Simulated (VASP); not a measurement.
Wanted: the native input for a VASP 6.6.1 run.

| Property | Result |
| --- | --- |
| Task | single point |
| Functional | PBE |
| Potentials or basis | VASP PAW PBE potentials, release 64 (Tl_d, F_h) |
| Cutoff | 1010 eV |
| k mesh | 1 × 1 × 1 |
| Occupations | gaussian, width 0.01 eV |
| Spin | non-collinear spin, zero start, spin-orbit coupling |
| Starting moments | [[0.0, 0.0, 0.0], [0.0, 0.0, 0.0]] μB |
| Dipole correction | no |
| Further INCAR settings | ALGO = Normal; EDIFF = 1e-06; NBANDS = 32; NELMDL = -8 |

The structure of TlF lies in POSCAR:

```
TlF
1.0
    9.0000000000      0.0000000000      0.0000000000
    0.0000000000      9.0000000000      0.0000000000
    0.0000000000      0.0000000000     11.1000000000
Tl F
1 1
Direct
    0.5000000000      0.5000000000      0.4054054100
    0.5000000000      0.5000000000      0.5949982000
```

These files were run (other wordings do the same):

INCAR

```
  PREC = Accurate
  ENCUT = 1010
  EDIFF = 1E-6
  ISMEAR = 0
  SIGMA = 0.01
  LREAL = F
  LASPH = T
  NELM = 200
  ALGO = Normal
  ISIF = 2
  LWAVE = F
  LCHARG = F
  MAGMOM = 0 0 0 0 0 0
  LORBIT = 11
  LSORBIT = T
  GGA_COMPAT = F
  LORBMOM = T
  GGA = PE
  NBANDS = 32
  NELMDL = -8
```

KPOINTS

```
regular mesh
0
Gamma
  1 1 1
```

Potentials or basis: VASP PAW PBE potentials, release 64 (Tl_d, F_h).

Command:

```sh
$ cat potpaw_PBE.64/Tl_d/POTCAR potpaw_PBE.64/F_h/POTCAR > POTCAR
$ mpirun -np 1 vasp_ncl > vasp.out
```

It gave:

The largest force is 0.306 eV/Å and the net moment is 0.00 μB per cell. The valence electrons inside the program's atomic spheres are Tl 11.16; F 4.46.

It took 24 min on 1 thread of AMD EPYC 7R13 Processor (Zen 3), on a shared host, peak memory 5.4 GiB.
